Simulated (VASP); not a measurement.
# La (P6_3/mmc) in VASP: further runs

The runs below take La through single point, relaxation of cell and atoms, with PBEsol.

Everything below comes from runs of VASP 6.6.1. Logs are shortened: lines on timing, memory, paths and dates and some standing lists are left out, and cuts for length are marked.

## 1. The cell of the first run

It takes space group P6_3/mmc (No. 194, hexagonal). The conventional cell has a = 3.659 Å, b = 3.659 Å, c = 11.716 Å, α = 90.00°, β = 90.00°, γ = 120.00°. Within 4.7 Å of La (site symmetry -3m) lie 12 La at 3.61 to 3.66 Å. La (site symmetry -6m2) has 12 La at 3.61 to 3.66 Å within 4.7 Å.

## 2. Single point, PBEsol

INCAR reads:

```
SYSTEM = La
ALGO     = Normal         ! electronic algorithm
EDIFF    = 1E-6           ! SCF threshold, eV
ENCUT    = 520            ! plane-wave cutoff, eV
GGA      = PS             ! functional
ISIF     = 2              ! what is computed and relaxed
ISMEAR   = 1              ! smearing method
LASPH    = .True.         ! aspherical terms in the spheres
LCHARG   = .True.         ! write CHGCAR
LELF     = .True.         ! ELF
LREAL    = .False.        ! projectors in reciprocal space
LVHAR    = .True.       
LWAVE    = .False.        ! write WAVECAR
NBANDS   = 30             ! bands
NELM     = 100            ! most SCF steps
PREC     = Accurate       ! precision mode
SIGMA    = 0.05           ! smearing width, eV
```

KPOINTS reads:

```
k-points
0
Gamma
  8 8 2
  0 0 0
```

POSCAR reads:

```
La
1.0
    3.6592524895      0.0000000000      0.0000000000
   -1.8296262447      3.1690056147      0.0000000000
    0.0000000000      0.0000000000     11.7162138644
La
4
Direct
    0.0000000000      0.0000000000      0.0000000000
    0.0000000000      0.0000000000      0.5000000000
    0.3333333333      0.6666666667      0.7500000000
    0.6666666667      0.3333333333      0.2500000000
```

Potentials or basis: VASP PAW PBE potentials, release 64 (La).

Launch:

```bash
$ cat potpaw_PBE.64/La/POTCAR > POTCAR
$ mpirun -np 1 vasp_std > vasp.out
```

OUTCAR:

```text
SYSTEM = La
   EDIFF = 1E-6
   ENCUT = 520
   GGA = PS
   ISIF = 2
   ISMEAR = 1
   LASPH = .True.
   LREAL = .False.
   NELM = 100
   PREC = Accurate

 ion  position               nearest neighbor table
   1  0.000  0.000  0.000-   3 3.61   4 3.61   3 3.61   4 3.61   4 3.61   3 3.61
   2  0.000  0.000  0.500-   3 3.61   4 3.61   3 3.61   4 3.61   4 3.61   3 3.61
   3  0.333  0.667  0.750-   1 3.61   2 3.61   1 3.61   2 3.61   1 3.61   2 3.61
   4  0.667  0.333  0.250-   1 3.61   2 3.61   1 3.61   2 3.61   1 3.61   2 3.61

  LATTYP: Found a hexagonal cell.
 ALAT       =     3.6592524895
 C/A-ratio  =     3.2018052589

  Lattice vectors:

 A1 = (   3.6592524895,   0.0000000000,   0.0000000000)
 A2 = (  -1.8296262447,   3.1690056147,   0.0000000000)
 A3 = (   0.0000000000,   0.0000000000,  11.7162138644)

Analysis of symmetry for initial positions (statically):
=====================================================================
 Subroutine PRICEL returns:
 Original cell was already a primitive cell.

 Routine SETGRP: Setting up the symmetry group for a
 hexagonal supercell.

 Subroutine GETGRP returns: Found 24 space group operations
 (whereof 12 operations were pure point group operations)
 out of a pool of 24 trial point group operations.

The static configuration has the point symmetry D_3d.
 The point group associated with its full space group is D_6h.

Analysis of symmetry for dynamics (positions and initial velocities):
=====================================================================
 Subroutine PRICEL returns:
 Original cell was already a primitive cell.

 Routine SETGRP: Setting up the symmetry group for a
 hexagonal supercell.

 Subroutine GETGRP returns: Found 24 space group operations
 (whereof 12 operations were pure point group operations)
 out of a pool of 24 trial point group operations.

The dynamic configuration has the point symmetry D_3d.
 The point group associated with its full space group is D_6h.

 Subroutine INISYM returns: Found 24 space group operations
 (whereof 12 operations are pure point group operations),
 and found     1 'primitive' translations

----------------------------------------------------------------------------------------

                                     Primitive cell

  volume of cell :     135.8635

  direct lattice vectors                    reciprocal lattice vectors
     3.659252490  0.000000000  0.000000000     0.273279858  0.157778199  0.000000000
    -1.829626245  3.169005615  0.000000000     0.000000000  0.315556399  0.000000000
     0.000000000  0.000000000 11.716213864     0.000000000  0.000000000  0.085351805

  length of vectors
     3.659252490  3.659252489 11.716213864     0.315556399  0.315556399  0.085351805

  position of ions in fractional coordinates (direct lattice)
     0.000000000  0.000000000  0.000000000
     0.000000000  0.000000000  0.500000000
     0.333333333  0.666666667  0.750000000
     0.666666667  0.333333333  0.250000000

  ion indices of the primitive-cell ions
   primitive index   ion index
                 1           1
                 2           2
                 3           3
                 4           4

----------------------------------------------------------------------------------------

 KPOINTS: k-points

Automatic generation of k-mesh.
 Grid dimensions read from file:
 generate k-points for:    8    8    2

 Generating k-lattice:

  Cartesian coordinates                     Fractional coordinates (reciprocal lattice)
     0.034159982  0.019722275  0.000000000     0.125000000  0.000000000  0.000000000
     0.000000000  0.039444550  0.000000000     0.000000000  0.125000000  0.000000000
     0.000000000  0.000000000  0.042675902     0.000000000  0.000000000  0.500000000

  Length of vectors
     0.039444550  0.039444550  0.042675902

  Shift w.r.t. Gamma in fractional coordinates (k-lattice)
     0.000000000  0.000000000  0.000000000

 Subroutine IBZKPT returns following result:
 ===========================================

 Found     20 irreducible k-points:

 Following reciprocal coordinates:
            Coordinates               Weight
  0.000000  0.000000  0.000000      1.000000
  0.125000  0.000000  0.000000      6.000000
  0.250000  0.000000  0.000000      6.000000
  0.375000  0.000000  0.000000      6.000000
  0.500000  0.000000  0.000000      3.000000
  0.125000  0.125000  0.000000      6.000000
[... 12 lines left out ...]
  0.250000  0.250000  0.500000      6.000000
  0.375000  0.250000  0.500000      6.000000
   k-points           NKPTS =     20   k-points in BZ     NKDIM =     20   number of bands    NBANDS=     30
   number of dos      NEDOS =    301   number of ions     NIONS =      4
   total plane-waves  NPLWV =  70560
   dimension x,y,z NGX =    28 NGY =   28 NGZ =   90
   dimension x,y,z NGXF=    56 NGYF=   56 NGZF=  180
   ions per type =               4
   NGX,Y,Z   is equivalent  to a cutoff of  12.72, 12.72, 12.77 a.u.
   NGXF,Y,Z  is equivalent  to a cutoff of  25.44, 25.44, 25.54 a.u.
 SYSTEM =  La
   PREC   = accura    normal or accurate (medium, high low for compatibility)
   ISTART =      0    job   : 0-new  1-cont  2-samecut
   ICHARG =      2    charge: 1-file 2-atom 10-const
   ISPIN  =      1    spin polarized calculation?
   LNONCOLLINEAR =      F non collinear calculations
   LSORBIT =      F    spin-orbit coupling
   LASPH  =      T    aspherical Exc in radial PAW
   ENCUT  =  520.0 eV  38.22 Ry    6.18 a.u.   6.80  6.80 21.78*2*pi/ulx,y,z
   NELM   =    100;   NELMIN=  2; NELMDL= -5     # of ELM steps
   EDIFF  = 0.1E-05   stopping-criterion for ELM
   LREAL  =      F    real-space projection
   EDIFFG = 0.1E-04   stopping-criterion for IOM
   NSW    =      0    number of steps for IOM
   IBRION =     -1    ionic relax: 0-MD 1-quasi-New 2-CG
   NFREE  =      0    steps in history (QN), initial steepest desc. (CG)
   ISIF   =      2    stress and relaxation
   ISYM   =      2    0-nonsym 1-usesym 2-fastsym
   POTIM  = 0.5000    time-step for ionic-motion
   TEBEG  =    0.0;   TEEND  =   0.0 temperature during run
   PSTRESS=    0.0 pullay stress
   NELECT =      44.0000    total number of electrons
   NUPDOWN=      -1.0000    fix difference up-down
   EMIN   =  10.00;   EMAX   =-10.00  energy-range for DOS
   EFERMI =   0.00;   METHOD = LEGACY
   ISMEAR =     1;   SIGMA  =   0.05  broadening in eV -4-tet -1-fermi 0-gaus
   EFERMI_NEDOS =   21; number of points for ismear=-14 and -15
   IALGO  =     38    algorithm
   IMIX   =      4    mixing-type and parameters
     AMIX     =   0.40;   BMIX     =  1.00
     AMIX_MAG =   1.60;   BMIX_MAG =  1.00
  volume/ion in A,a.u.               =      33.97       229.21
  Fermi-wavevector in a.u.,A,eV,Ry     =   1.124238  2.124501 17.196547  1.263911
  Thomas-Fermi vector in A             =   2.260908
   LORBIT       =      0    0 simple, 1 ext, 2 COOP (PROOUT), +10 PAW based schemes
   GGA     = PS    functional components
   LHFCALC =     F    Hartree Fock is set to
   AEXX    =    0.0000 exact exchange contribution
   IVDW    =     0    specifies the selected vdW correction
   LEPSILON=     F    determine dielectric tensor
   LRPA    =     F    only Hartree local field effects (RPA)
 non-spin polarized calculation
 Methfessel and Paxton  Order N= 1 SIGMA  =   0.05
  energy-cutoff  :      520.00
  volume of cell :      135.86
 maximum number of plane-waves:      3674
 NGX is ok and might be reduce to    28
   NGX = 13   NGY = 13   NGZ = 43

 number of electron      44.0000001 magnetization

 Free energy of the ion-electron system (eV)
  ---------------------------------------------------
  ext. energy  EPLUGINS =         0.00000000
  ---------------------------------------------------
  free energy    TOTEN  =       -21.40461572 eV

  energy without entropy =      -21.40515707  energy(sigma->0) =      -21.40479617

 E-fermi :   8.6457     XC(G=0): -10.0556

 val. band max:        8.6188343948   @ k =   0.2500   0.2500   0.5000
 cond. band min:       8.6603241912   @ k =   0.1250   0.1250   0.0000
 fundamental gap:      0.0414897963
 Fermi energy:         8.6456828795

 k-point     1 :       0.0000    0.0000    0.0000
  band No.  band energies     occupation
      1     -24.1353      2.00000
      2     -23.9910      2.00000
      3     -23.9864      2.00000
      4     -23.8350      2.00000
      5      -8.7014      2.00000
      6      -7.8389      2.00000
[... 22 lines left out ...]
     29      10.1170      0.00000
     30      10.1790      0.00000

 k-point     2 :       0.1250    0.0000    0.0000
  band No.  band energies     occupation
      1     -24.1012      2.00000
      2     -23.9660      2.00000
      3     -23.9613      2.00000
      4     -23.8200      2.00000
      5      -8.6195      2.00000
      6      -7.8750      2.00000
[... 22 lines left out ...]
     29      10.2557      0.00000
     30      10.3534      0.00000

 k-point     3 :       0.2500    0.0000    0.0000
  band No.  band energies     occupation
      1     -24.0138      2.00000
      2     -23.9048      2.00000
      3     -23.8999      2.00000
      4     -23.7872      2.00000
      5      -8.4036      2.00000
      6      -8.1036      2.00000
[... 22 lines left out ...]
     29      10.0953      0.00000
     30      10.4449      0.00000

 k-point     4 :       0.3750    0.0000    0.0000
  band No.  band energies     occupation
      1     -23.9137      2.00000
      2     -23.8423      2.00000
      3     -23.8373      2.00000
      4     -23.7646      2.00000
      5      -8.4699      2.00000
      6      -8.4505      2.00000
[... 484 lines left out ...]
     29      10.3950      0.00000
     30      10.3958      0.00000

 k-point    19 :       0.2500    0.2500    0.5000
  band No.  band energies     occupation
      1     -23.8497      2.00000
      2     -23.8497      2.00000
      3     -23.7775      2.00000
      4     -23.7775      2.00000
      5      -8.2975      2.00000
      6      -8.2975      2.00000
[... 22 lines left out ...]
     29      10.1288      0.00000
     30      10.1288      0.00000

 k-point    20 :       0.3750    0.2500    0.5000
  band No.  band energies     occupation
      1     -23.8100      2.00000
      2     -23.8100      2.00000
      3     -23.7802      2.00000
      4     -23.7802      2.00000
      5      -8.3414      2.00000
      6      -8.3414      2.00000
[... 22 lines left out ...]
     29      10.3669      0.00000
     30      10.3985      0.00000

------------------------ aborting loop because EDIFF is reached ----------------------------------------

  FORCE on cell =-STRESS in cart. coord.  units (eV):
  Direction    XX          YY          ZZ          XY          YZ          ZX
  --------------------------------------------------------------------------------------
  -------------------------------------------------------------------------------------
  Total        0.1007973      0.1007973     -0.0349424      0.0000000      0.0000000     -0.0000000
  in kB        1.1886577      1.1886577     -0.4120601      0.0000000      0.0000000     -0.0000000
  external PRESSURE =       0.6550851 kB  Pullay stress =       0.0000000 kB

 VOLUME and BASIS-vectors are now :
 -----------------------------------------------------------------------------
  energy-cutoff  :      520.00
  volume of cell :      135.86
      direct lattice vectors                 reciprocal lattice vectors
     3.659252490  0.000000000  0.000000000     0.273279858  0.157778199  0.000000000
    -1.829626245  3.169005615  0.000000000     0.000000000  0.315556399  0.000000000
     0.000000000  0.000000000 11.716213864     0.000000000  0.000000000  0.085351805

 POSITION                                       TOTAL-FORCE (eV/Angst)
 -----------------------------------------------------------------------------------
      0.00000      0.00000      0.00000        -0.000000      0.000000      0.000000
      0.00000      0.00000      5.85811        -0.000000      0.000000      0.000000
     -0.00000      2.11267      8.78716        -0.000000      0.000000      0.000000
      1.82963      1.05634      2.92905         0.000000     -0.000000     -0.000000
 -----------------------------------------------------------------------------------
    total drift:                               -0.000000      0.000000      0.000000

  FREE ENERGIE OF THE ION-ELECTRON SYSTEM (eV)
  ---------------------------------------------------
  free  energy   TOTEN  =       -21.4046157218 eV

  energy  without entropy=      -21.4051570724  energy(sigma->0) =      -21.40479617
```

It took 70 s on 1 thread of Intel Xeon 6975P-C (Granite Rapids), shared host; peak memory 0.27 GiB.

Results:

```
Free energy            : -21.4046 eV
Pressure               : 0.1 GPa
Band gap on the k mesh : zero (band 22 reaches 9.42 eV, above the bottom of band 23 at 8.42 eV)
```

Caveat: the PAW data sets were made with another functional, which shifts forces and pressure a little; spin-orbit coupling is left out, which moves the levels of the heavy elements.

## 3. Relaxation of cell and atoms, PBEsol

This run uses another cell than the first one, of 37.42 Å³/atom, 1.102 times its volume.

INCAR reads:

```
  PREC = Accurate
  ENCUT = 600
  EDIFF = 1E-6
  ISMEAR = 1
  SIGMA = 0.05
  LREAL = False
  LASPH = True
  NELM = 100
  ALGO = Normal
  ISIF = 3
  LWAVE = False
  LCHARG = False
  GGA = PS
  IBRION = 2
  NSW = 80
  EDIFFG = -0.03
```

KPOINTS reads:

```
regular mesh
0
Gamma
  8 8 2
```

POSCAR reads:

```
La
1.0
    3.7700000000      0.0000000000      0.0000000000
   -1.8850000000      3.2649157700      0.0000000000
    0.0000000000      0.0000000000     12.1590000000
La
4
Direct
    0.0000000000      0.0000000000      0.0000000000
    0.0000000000      0.0000000000      0.5000000000
    0.3333333333      0.6666666667      0.7500000000
    0.6666666667      0.3333333333      0.2500000000
```

Potentials or basis: VASP PAW PBE potentials, release 64 (La).

Launch:

```bash
$ cat potpaw_PBE.64/La/POTCAR > POTCAR
$ mpirun -np 1 vasp_std > vasp.out
```

Wall time 5.1 min (1 thread of Intel Xeon 6975P-C (Granite Rapids), shared host); peak memory 0.34 GiB.

Results (log left out):

- Free energy: -21.4053 eV
- Relaxed volume: 34.01 Å³/atom
- Relaxed cell: a = 3.662 Å, b = 3.662 Å, c = 11.715 Å, α = 90.00°, β = 90.00°, γ = 120.00°
- Space group after relaxing (to 0.05 Å): P6_3/mmc (No. 194)
- Energy gained by relaxing: 26.4 meV/atom
- Ionic steps: 6
- Pressure after relaxing: 0.0 GPa
- Band gap on the k mesh: zero (band 22 reaches 9.41 eV, above the bottom of band 23 at 8.41 eV)

Stress tensor (GPa, compression positive):
```
 0.07  0.00  0.00
 0.00  0.07  0.00
 0.00  0.00 -0.02
```

The path:
| step | energy change (eV) | largest force (eV/Å) | pressure (GPa) | volume (Å³) |
| --- | --- | --- | --- | --- |
| 1 | 0.0000 | 0.0000 | -2.35 | 149.66 |
| 2 | -0.1012 | 0.0000 | -0.34 | 138.09 |
| 3 | -0.1030 | 0.0000 | -0.06 | 136.60 |
| 4 | -0.1031 | 0.0000 | 0.00 | 136.33 |
| 5 | -0.1050 | 0.0000 | 0.02 | 136.13 |
| 6 | -0.1054 | 0.0000 | 0.04 | 136.02 |

Final structure:
```
La
1.0
     3.66161    0.00000    0.00000
    -1.83081    3.17105    0.00000
     0.00000    0.00000   11.71462
La
4
Cartesian
  0.0000 0.0000 0.0000
  0.0000 0.0000 5.8573
  0.0000 2.1140 8.7860
  1.8308 1.0570 2.9287
```

Levels at points of the mesh, in eV from the Fermi level:
```
           k point  band 18  band 19  band 20  band 21  band 22  band 23  band 24  band 25  band 26
(0.00, 0.00, 0.00)    -1.92    -1.83    -1.82     0.56     0.71     1.23     1.23     1.31     1.32
(0.50, 0.00, 0.00)    -2.04    -1.76    -1.21    -0.79    -0.30    -0.22     0.46     1.08     1.14
(0.00, 0.00, 0.50)    -2.69    -1.80    -1.80     0.78     0.78     1.31     1.31     1.36     1.37
(0.50, 0.00, 0.50)    -1.86    -1.51    -1.51    -1.24    -1.24     0.65     0.65     1.39     1.39
```

Caveat: the PAW data sets were made with another functional, which shifts forces and pressure a little; spin-orbit coupling is left out, which moves the levels of the heavy elements.
